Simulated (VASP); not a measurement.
Input of a VASP 6.6.1 run:

INCAR

```
SYSTEM = Cu5O
PREC = Accurate ; ENCUT = 520
EDIFF = 1E-7 ; ISMEAR = 0
SIGMA = 0.1 ; LREAL = .FALSE.
LASPH = .TRUE. ; NELM = 80
ALGO = Normal ; ISIF = 2
LWAVE = .FALSE. ; LCHARG = .FALSE.
LDIPOL = .TRUE. ; IDIPOL = 3
DIPOL = 0.5 0.5 0.491 ; GGA = PS
NBANDS = 40
```

The input KPOINTS:

```
regular mesh
0
G
  11 11 1
  0 0 0
```

POSCAR

```
Cu5O
1.0
    2.5196845177      0.0000000000      0.0000000000
    0.0000000000      2.5196845177      0.0000000000
    0.0000000000      0.0000000000     26.1267440356
Cu O
5 1
Direct
    0.5000000000      0.5000000000      0.3253371330
    0.0000000000      0.0000000000      0.3935310881
    0.5000000000      0.5000000000      0.4621122545
    0.0000000000      0.0000000000      0.5293494676
    0.5000000000      0.5000000000      0.6080428093
    0.0000000000      0.0000000000      0.6292951337
```

Potentials or basis: VASP PAW PBE potentials, release 64 (Cu, O).

Command:

```sh
$ cat potpaw_PBE.64/Cu/POTCAR potpaw_PBE.64/O/POTCAR > POTCAR
$ mpirun -np 1 vasp_std > vasp.out
```

Estimate the largest force.

0.253 eV/Å.

Forces in eV/Å, atoms in the order of the input:
```
Cu   0.000  0.000  0.221
Cu   0.000  0.000 -0.253
Cu   0.000  0.000  0.001
Cu   0.000  0.000  0.019
Cu   0.000  0.000 -0.017
O    0.000  0.000  0.030
```

Caveat: the PAW data sets were made with another functional, which shifts forces and pressure a little; an odd number of electrons without spin polarisation forces a metal; a magnetic or distorted state may lie lower.
